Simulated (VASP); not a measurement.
Set up this calculation in VASP 6.6.1, as the native input.

| Item | Value |
| --- | --- |
| Task | single point |
| Functional | LDA |
| Potentials or basis | VASP PAW LDA potentials, release 64 (Al, Ni) |
| Cutoff | 520 eV |
| k mesh | 14 × 14 × 14 |
| Occupations | gaussian, width 0.1 eV |
| Spin | no spin polarisation |
| Dipole correction | no |
| Further INCAR settings | ALGO = Normal; EDIFF = 1e-07; NBANDS = 24 |

The structure of AlNi3 lies in POSCAR:

```
AlNi3
1.0
    0.0000000000      2.8361718561      2.8361718561
    2.8361718561      0.0000000000      2.8361718561
    2.8361718561      2.8361718561      0.0000000000
Al Ni
1 3
Direct
    0.5000000000      0.5000000000      0.5000000000
    0.2500000000      0.2500000000      0.2500000000
    0.0000000000      0.0000000000      0.0000000000
    0.7500000000      0.7500000000      0.7500000000
```

One way to write it, as run:

INCAR

```
SYSTEM = AlNi3
PREC = Accurate
ENCUT = 520
EDIFF = 1E-7
ISMEAR = 0
SIGMA = 0.1
LREAL = .False.
LASPH = .True.
NELM = 80
ALGO = Normal
ISIF = 2
LWAVE = .False.
LCHARG = .False.
NBANDS = 24
```

KPOINTS

```
Automatic mesh
0
Gamma
  14 14 14
  0 0 0
```

Potentials or basis: VASP PAW LDA potentials, release 64 (Al, Ni).

Launch:

```sh
$ cat potpaw_LDA.64/Al/POTCAR potpaw_LDA.64/Ni/POTCAR > POTCAR
$ mpirun -np 1 vasp_std > vasp.out
```

Results of the run:

| Item | Value |
| --- | --- |
| Pressure | -13.3 GPa |
| Band gap on the k mesh | zero (an odd number of electrons rules out a gap without spin polarisation) |

Caveat: the cell stands under tension.

Run time: 120 s on 1 thread of Intel(R) Xeon(R) Platinum 8259CL CPU @ 2.50GHz (Skylake/Cascade Lake), on a shared host, peak memory 0.21 GiB.
